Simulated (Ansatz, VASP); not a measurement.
# Two plane-wave programs on Pd

File INCAR:

```
PREC = Accurate
ENCUT = 520
EDIFF = 1E-6
ISMEAR = -1
SIGMA = 0.1
LREAL = False
LASPH = True
NELM = 80
ALGO = Normal
ISIF = 2
LWAVE = False
LCHARG = False
GGA = PS
NBANDS = 11
```

KPOINTS

```
regular mesh
0
Gamma
  16 16 16
```

The input POSCAR:

```
Pd
1.0
    0.0000000000      1.9393665449      1.9393665449
    1.9393665449      0.0000000000      1.9393665449
    1.9393665449      1.9393665449      0.0000000000
Pd
1
Direct
    0.0000000000      0.0000000000      0.0000000000
```

Input for Ansatz:

```yaml
crystal:
  lattice:
    - [0.0, 1.9393665449, 1.9393665449]
    - [1.9393665449, 0.0, 1.9393665449]
    - [1.9393665449, 1.9393665449, 0.0]
  atoms:
    - { symbol: Pd, position: [0.0, 0.0, 0.0] }
kpoints:
  mp_grid: { grid: [16, 16, 16] }
scf:
  occupations: { method: fermi_dirac, width: 0.1 }
hamiltonian:
  xc: pbesol
  pseudopotentials: { kind: paw }
output:
  forces: true
  stress: true
  eigenvalues: true
  eigenstates:
    nscf_kmesh: { grid: [24, 24, 24] }
    de_dk: true
    e_range: [-14, 14]
  optics:
    e_range: [0, 20]
    de: 0.2
    sigma: 0.15
    bands: { spectra_wanted_up_to: 20 }
    nscf_kmesh: { grid: [24, 24, 24] }
    drude_damping: 0.1
checkpoint:
  write: ck
  write_wavefunctions: false
```

Alike in both runs: task single point; functional PBEsol; k mesh 16 × 16 × 16; occupations fermi-dirac, width 0.1 eV; no spin polarisation.

```csv
,VASP,Ansatz
version,VASP 6.6.1,Ansatz 0.2.0
potentials or method,"VASP PAW PBE potentials, release 64 (Pd)","PAW with Ansatz's default frozen-core files, scalar-relativistic"
plane-wave cutoff (eV),520,420
valence electrons in the cell,10,18
```

```tsv
	VASP	Ansatz	Ansatz less VASP
pressure (GPa)	-0.4	0.0	+0.33
```

VASP's potentials were made for PBE, not for PBEsol. VASP's potentials hold 10 valence electrons a cell and Ansatz's 18, so a difference there can come from the potentials and not from the codes. Ansatz's warnings: optics on partly filled bands.
